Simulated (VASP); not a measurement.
Input of a VASP 6.6.1 run:

The input INCAR:

```
SYSTEM = MgO
PREC = Accurate ; ENCUT = 520
EDIFF = 1E-6 ; ISMEAR = 0
SIGMA = 0.05 ; LREAL = .FALSE.
LASPH = .TRUE. ; NELM = 100
ALGO = Normal ; ISIF = 2
LWAVE = .FALSE. ; LCHARG = .TRUE.
GGA = PS ; LELF = .TRUE.
LVHAR = .TRUE. ; NBANDS = 16
```

File KPOINTS:

```
regular mesh
0
G
  8 8 6
  0 0 0
```

File POSCAR:

```
MgO
1.0
    0.0000000000     -2.1071057202     -2.1071057202
    0.0000000000      2.1071057202     -2.1071057202
    4.2142114403      0.0000000000      0.0000000000
Mg O
2 2
Direct
    0.4992023415      0.5144743718      0.5009357255
    0.0007976585     -0.0144743718     -0.0009357255
    0.4831077934      0.4963838085      0.0079081982
    0.0168922066      0.0036161915      0.4920918018
```

Potentials or basis: VASP PAW PBE potentials, release 64 (Mg, O).

Command:

```sh
$ cat potpaw_PBE.64/Mg/POTCAR potpaw_PBE.64/O/POTCAR > POTCAR
$ mpirun -np 1 vasp_std > vasp.out
```

Q: Predict the band gap on the k mesh.

A: 4.58 eV.

Q: Predict the largest force.

A: 0.775 eV/Å.

Q: Estimate the pressure.

A: 0.0 GPa.

Stress tensor (GPa, compression positive):
```
-0.07  0.05 -0.03
 0.05  0.68 -0.07
-0.03 -0.07 -0.56
```

Caveat: the PAW data sets were made with another functional, which shifts forces and pressure a little.
